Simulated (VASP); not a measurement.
Set up this calculation in VASP 6.6.1, as the native input.

```
Task                   : single point
Functional             : PBE
Potentials or basis    : VASP PAW PBE potentials, release 64 (Sn_d, Te)
Cutoff                 : 520 eV
k mesh                 : 11 × 11 × 11
Occupations            : fermi-dirac, width 0.08 eV
Spin                   : no spin polarisation
Dipole correction      : no
Further INCAR settings : ALGO = Normal; EDIFF = 1e-06; NBANDS = 17
```

The structure of SnTe lies in POSCAR:

```
SnTe
1.0
    0.0000000000      3.1565000000      3.1249350000
    3.1565000000      0.0000000000      3.1249350000
    3.1565000000      3.1565000000      0.0000000000
Sn Te
1 1
Direct
    0.0000000000      0.0000000000      0.0000000000
    0.5000000000      0.5000000000      0.5000000000
```

This cell differs from its parent crystal: zz strain of -1 %.

The input as run:

INCAR

```
ALGO = Normal ; EDIFF = 1E-6
ENCUT = 520 ; GGA = PE
ISIF = 2 ; ISMEAR = -1
LASPH = True ; LCHARG = True
LELF = True ; LREAL = False
LVHAR = True ; LWAVE = False
NBANDS = 17 ; NELM = 80
PREC = Accurate ; SIGMA = 0.08
```

KPOINTS

```
k-points
0
Gamma
  11 11 11
```

Potentials or basis: VASP PAW PBE potentials, release 64 (Sn_d, Te).

The run is started by

```sh
$ cat potpaw_PBE.64/Sn_d/POTCAR potpaw_PBE.64/Te/POTCAR > POTCAR
$ mpirun -np 1 vasp_std > vasp.out
```

It gave:

```
Pressure               : 2.5 GPa
Band gap on the k mesh : 0.42 eV
```

Caveat: the cell differs from its parent crystal (zz strain of -1 %); semilocal functionals underestimate gaps, and a narrow one can read as zero; spin-orbit coupling is left out, which moves the levels of the heavy elements.

Wall time 3.8 min on 1 thread of AMD EPYC 7R13, on a shared host, peak memory 0.27 GiB.
